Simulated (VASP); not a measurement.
A run of VASP 6.6.1 is set up as follows.

Contents of INCAR:

```
SYSTEM = EuO
  PREC = Accurate
  ENCUT = 600
  EDIFF = 1E-7
  ISMEAR = 0
  SIGMA = 0.1
  LREAL = .FALSE.
  LASPH = .TRUE.
  NELM = 200
  ALGO = Normal
  ISIF = 3
  LWAVE = .FALSE.
  LCHARG = .FALSE.
  ISPIN = 2
  MAGMOM = 7.24 0
  LORBIT = 11
  LMAXMIX = 6
  GGA = PE
  IBRION = 2
  NSW = 50
  EDIFFG = -0.003
  GGA_COMPAT = .FALSE.
  NELMIN = 4
```

The input KPOINTS:

```
Automatic mesh
0
G
  14 14 14
  0 0 0
```

Contents of POSCAR:

```
EuO
1.0
    0.0000000000      2.5407312417      2.5407312417
    2.5407312417      0.0000000000      2.5407312417
    2.5407312417      2.5407312417      0.0000000000
Eu O
1 1
Direct
    0.0000000000      0.0000000000      0.0000000000
    0.5000000000      0.5000000000      0.5000000000
```

Potentials or basis: VASP PAW PBE potentials, release 64 (Eu, O).

The run is started by

```sh
$ cat potpaw_PBE.64/Eu/POTCAR potpaw_PBE.64/O/POTCAR > POTCAR
$ mpirun -np 1 vasp_std > vasp.out
```

(1) What does it give for the relaxed volume?

(2) What does it give for the space group after relaxing (to 0.05 Å)?

(3) Predict the net moment.

Results:

(1) 16.15 Å³/atom.

(2) Fm-3m (No. 225).

(3) 6.94 μB per cell.

Caveat: a cell with one magnetic atom can't hold antiferromagnetic order, which such compounds often take; without U or exact exchange the open f shell lies at the Fermi level, which spoils levels, moments and volumes.
